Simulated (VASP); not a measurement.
Al, 1 atom in the cell. It takes space group Fm-3m (No. 225, cubic). The conventional cell has a = 4.121 Å, b = 4.121 Å, c = 4.121 Å, α = 90.00°, β = 90.00°, γ = 90.00°. Al (site symmetry m-3m) has 12 Al at 2.91 Å within 3.8 Å.  This cell differs from its parent crystal: volume scaled by 1.10.

```yaml
Program: VASP 6.6.1
Task: single point
Functional: r2SCAN
Potentials_or_basis: VASP PAW PBE potentials, release 64 (Al)
Cutoff: 520 eV
k_mesh: 18 × 18 × 18
Occupations: gaussian, width 0.1 eV
Spin: no spin polarisation
Dipole_correction: no
Further_INCAR_settings: ALGO = Normal; EDIFF = 1e-06; NBANDS = 8
```

Potentials or basis: VASP PAW PBE potentials, release 64 (Al).

Launch:

```sh
$ cat potpaw_PBE.64/Al/POTCAR > POTCAR
$ cp INCAR.step1 INCAR
$ mpirun -np 1 vasp_std > vasp.out
$ cp INCAR.step2 INCAR
$ mpirun -np 1 vasp_std > vasp.out
```

Hardware: 1 thread of Intel(R) Xeon(R) 6975P-C (Granite Rapids), on a shared host.

Question: How long does it take, and how much memory?

Answer: Wall time 26 s on 1 thread of Intel(R) Xeon(R) 6975P-C (Granite Rapids), on a shared host, peak memory 0.15 GiB. Counts: k points 195.
